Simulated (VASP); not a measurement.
Input of a VASP 6.6.1 run:

File INCAR:

```
SYSTEM = SiNi3
PREC = Accurate ; ENCUT = 520
EDIFF = 1E-7 ; ISMEAR = -1
SIGMA = 0.05 ; LREAL = .FALSE.
LASPH = .TRUE. ; NELM = 150
ALGO = Normal ; ISIF = 2
LWAVE = .FALSE. ; LCHARG = .FALSE.
ISPIN = 2 ; MAGMOM = 0.266667 0.266667 0.266667 0
LORBIT = 11 ; NUPDOWN = 0.8
LMAXMIX = 4 ; GGA = PE
NBANDS = 29
```

The input KPOINTS:

```
regular mesh
0
G
  6 6 6
  0 0 0
```

File POSCAR:

```
SiNi3
1.0
    3.5420000000      0.0000000000      0.0000000000
    0.0000000000      3.5420000000      0.0000000000
    0.0000000000      0.0000000000      3.5420000000
Ni Si
3 1
Direct
    0.5000000000      0.5000000000      0.0000000000
    0.5000000000      0.0000000000      0.5000000000
    0.0000000000      0.5000000000      0.5000000000
    0.0000000000      0.0000000000      0.0000000000
```

Potentials or basis: VASP PAW PBE potentials, release 64 (Ni, Si).

Launch:

```sh
$ cat potpaw_PBE.64/Ni/POTCAR potpaw_PBE.64/Si/POTCAR > POTCAR
$ mpirun -np 1 vasp_std > vasp.out
```

**Question.** What does it give for the pressure?

**Answer.** -5.1 GPa.

Caveat: the cell stands under tension; the total moment is fixed, so each spin has its own Fermi level.
